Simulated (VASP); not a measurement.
A run of VASP 6.6.1 is set up as follows.

File POSCAR:

```
Cs7BiPb7Br24
1.0
   11.7633300000      0.0000000000      0.0000000000
    0.0000000000     11.7633300000      0.0000000000
    0.0000000000      0.0000000000     11.7633300000
Cs Bi Pb Br
7 1 7 24
Direct
    0.9924380000      0.9810680000      0.5241230000
    0.9837620000      0.5243190000      0.9858500000
    0.9790420000      0.4956270000      0.4951160000
    0.5327470000      0.9883620000      0.9893690000
    0.4962630000      0.9829150000      0.4998630000
    0.4966330000      0.4982300000      0.9812630000
    0.5061220000      0.5080460000      0.5098180000
    0.2497740000      0.2509770000      0.2514530000
    0.2493000000      0.2491000000      0.7515850000
    0.2492520000      0.7510630000      0.2504710000
    0.2517360000      0.7496430000      0.7516470000
    0.7497940000      0.2505020000      0.2502670000
    0.7508420000      0.2523070000      0.7507550000
    0.7501240000      0.7517270000      0.2528890000
    0.7526500000      0.7528420000      0.7527180000
    0.2561070000      0.2616890000      0.0088780000
    0.2555960000      0.2521350000      0.4945930000
    0.2584630000      0.7250500000      0.0018730000
    0.2647540000      0.7501300000      0.5000210000
    0.7316990000      0.2645920000      0.0017530000
    0.7440380000      0.2639690000      0.5000090000
    0.7377460000      0.7364070000      0.0025060000
    0.7443210000      0.7475700000      0.5028540000
    0.0072770000      0.2564800000      0.2631100000
    0.0011380000      0.2686180000      0.7297580000
    0.0008310000      0.7359690000      0.2714290000
    0.0019710000      0.7301340000      0.7320630000
    0.4931530000      0.2565370000      0.2518100000
    0.4993980000      0.2551810000      0.7509850000
    0.4991600000      0.7463590000      0.2565200000
    0.5022490000      0.7528610000      0.7534290000
    0.2605120000      0.0082890000      0.2590980000
    0.2589260000      0.0012710000      0.7289990000
    0.2495170000      0.4940380000      0.2573370000
    0.2669370000      0.4994430000      0.7449080000
    0.7265460000      0.0019880000      0.2643200000
    0.7385280000      0.0020660000      0.7334860000
    0.7517370000      0.5002690000      0.2589640000
    0.7444360000      0.5024030000      0.7506670000
```

File INCAR.step1:

```
SYSTEM = Cs7BiPb7Br24
PREC = Accurate
ENCUT = 520
ISMEAR = -1
SIGMA = 0.05
LREAL = Auto
LASPH = .TRUE.
NELM = 100
ISYM = 0
NBANDS = 197
GGA = PE
ALGO = Normal
EDIFF = 1E-4
LWAVE = .TRUE.
LCHARG = .FALSE.
NCORE = 4
```

INCAR.step2

```
SYSTEM = Cs7BiPb7Br24
PREC = Accurate
ENCUT = 520
EDIFF = 1E-6
ISMEAR = -1
SIGMA = 0.05
LREAL = Auto
LASPH = .TRUE.
NELM = 100
ALGO = Normal
ISIF = 2
LWAVE = .FALSE.
LCHARG = .TRUE.
METAGGA = R2SCAN
LMIXTAU = .TRUE.
LELF = .TRUE.
LVHAR = .TRUE.
ISYM = 0
NBANDS = 197
ISTART = 1
NCORE = 4
```

Contents of KPOINTS:

```
Automatic mesh
0
Gamma
  1 1 1
  0.25 0.25 0.25
```

Potentials or basis: VASP PAW PBE potentials, release 64 (Cs_sv, Bi_d, Pb_d, Br).

Command:

```console
$ cat potpaw_PBE.64/Cs_sv/POTCAR potpaw_PBE.64/Bi_d/POTCAR potpaw_PBE.64/Pb_d/POTCAR potpaw_PBE.64/Br/POTCAR > POTCAR
$ cp INCAR.step1 INCAR
$ mpirun -np 4 vasp_std > vasp.out
$ cp INCAR.step2 INCAR
$ mpirun -np 4 vasp_std > vasp.out
```

(1) What does it give for the band gap on the k mesh?

(2) Predict the largest force.

Results:

(1) 2.81 eV.

(2) 0.084 eV/Å.

Caveat: the PAW data sets were made with another functional, which shifts forces and pressure a little; spin-orbit coupling is left out, which moves the levels of the heavy elements.
